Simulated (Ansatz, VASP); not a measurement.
# One calculation of GeSb2Te4, two programs

```
Ge Sb Te
1.0
    -4.29770    0.00000    0.00000
    -2.14885   -3.72192    0.00000
    -0.53743   -0.31028   14.13027
Ge Sb Te
1 2 4
Direct
  0.48486 0.48486 0.20734
  0.10451 0.10451 0.77135
  0.79491 0.79491 0.48667
  0.82651 0.82651 0.10761
  0.76109 0.76109 0.89240
  0.44993 0.44993 0.62639
  0.13855 0.13855 0.36310
```

Alike in both runs: task single point; functional PBE; k mesh 9 × 9 × 3; occupations gaussian, width 0.03 eV; no spin polarisation.

|  | VASP | Ansatz |
| --- | --- | --- |
| version | VASP 6.6.1 | Ansatz 0.2.0 |
| potentials or method | VASP PAW PBE potentials, release 64 (Ge_d, Sb, Te), cutoff 520 eV | scalar-relativistic, plane waves, PAW |
| valence electrons in the cell | 48 | 108 |

|  | VASP | Ansatz | Ansatz less VASP |
| --- | --- | --- | --- |
| gap on the k mesh at the Fermi level (eV) | 0.06 | 0.07 | +0.008 |
| least direct gap on the mesh (eV) | 0.26 | 0.27 | +0.005 |
| pressure (GPa) | 1.1 | 1.1 | +0.02 |
| traceless stress, the component that is largest in VASP (GPa) | 1.48 | 1.50 | +0.019 |
| rms of the force components (eV/Å) | 0.220 | 0.223 | +0.0038 |

Atom by atom the forces differ by 0.011 eV/Å (rms over components). VASP's potentials hold 48 valence electrons a cell and Ansatz's 108, so a difference there can come from the potentials and not from the codes.

Neither program's run includes spin-orbit coupling.
